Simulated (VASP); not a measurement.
Set up this calculation in VASP 6.6.1, as the native input.

| Item | Value |
| --- | --- |
| Task | single point |
| Functional | PBE |
| Potentials or basis | VASP PAW PBE potentials, release 64 (Ti_sv, B) |
| Cutoff | 520 eV |
| k mesh | 18 × 18 × 14 |
| Occupations | gaussian, width 0.1 eV |
| Spin | no spin polarisation |
| Dipole correction | no |
| Further INCAR settings | ALGO = Normal; EDIFF = 1e-06; NBANDS = 16 |

The structure of TiB2 lies in POSCAR:

```
TiB2
1.0
    3.0318048489      0.0000000000      0.0000000000
   -1.5159024245      2.6256200185      0.0000000000
    0.0000000000      0.0000000000      3.2242294749
Ti B
1 2
Direct
    0.0000000000      0.0000000000      0.0000000000
    0.3333333333      0.6666666667      0.5000000000
    0.6666666667      0.3333333333      0.5000000000
```

One way to write it, as run:

INCAR

```
  PREC = Accurate
  ENCUT = 520
  EDIFF = 1E-6
  ISMEAR = 0
  SIGMA = 0.1
  LREAL = False
  LASPH = True
  NELM = 60
  ALGO = Normal
  ISIF = 2
  LWAVE = False
  LCHARG = False
  GGA = PE
  NBANDS = 16
```

KPOINTS

```
Automatic mesh
0
Gamma
  18 18 14
```

Potentials or basis: VASP PAW PBE potentials, release 64 (Ti_sv, B).

Launch:

```console
$ cat potpaw_PBE.64/Ti_sv/POTCAR potpaw_PBE.64/B/POTCAR > POTCAR
$ mpirun -np 1 vasp_std > vasp.out
```

It gave:

```json
{
 "Pressure": "0.2 GPa",
 "Band gap on the k mesh": "zero (band 9 reaches 10.40 eV, above the bottom of band 10 at 9.80 eV)"
}
```

It took 56 s on 1 thread of Intel(R) Xeon(R) Platinum 8259CL CPU @ 2.50GHz (Skylake/Cascade Lake) (shared host), peak memory 0.23 GiB.
